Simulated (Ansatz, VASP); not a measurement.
One calculation of CsH, two programs

```
Cs H
1.0
     0.00000    3.18800    3.18800
     3.18800    0.00000    3.18800
     3.18800    3.18800    0.00000
Cs H
1 1
Direct
  0.00000 0.00000 0.00000
  0.50000 0.50000 0.50000
```

Alike in both runs: functional r2SCAN; k mesh 6 × 6 × 6; occupations gaussian, width 0.02 eV; no spin polarisation.

Ansatz relaxed the structure, and its values are those at the end. VASP's run is a single point on that final structure, the one shown.

```csv
,VASP,Ansatz
version,VASP 6.6.1,Ansatz 0.2.0
potentials or method,"VASP PAW PBE potentials, release 64 (Cs_sv, H), cutoff 520 eV","scalar-relativistic, plane waves, PAW"
valence electrons in the cell,10,10
```

VASP gave:

- gap on the k mesh at the Fermi level (eV): 2.66
- least direct gap on the mesh (eV): 2.66
- pressure (GPa): 0.0

Problem. Estimate Ansatz's values.

Solution. gap on the k mesh at the Fermi level (eV): 2.68; least direct gap on the mesh (eV): 2.68; pressure (GPa): 0.0.

VASP's potentials were made for PBE, not for r2SCAN.

Spin-orbit coupling is off throughout.
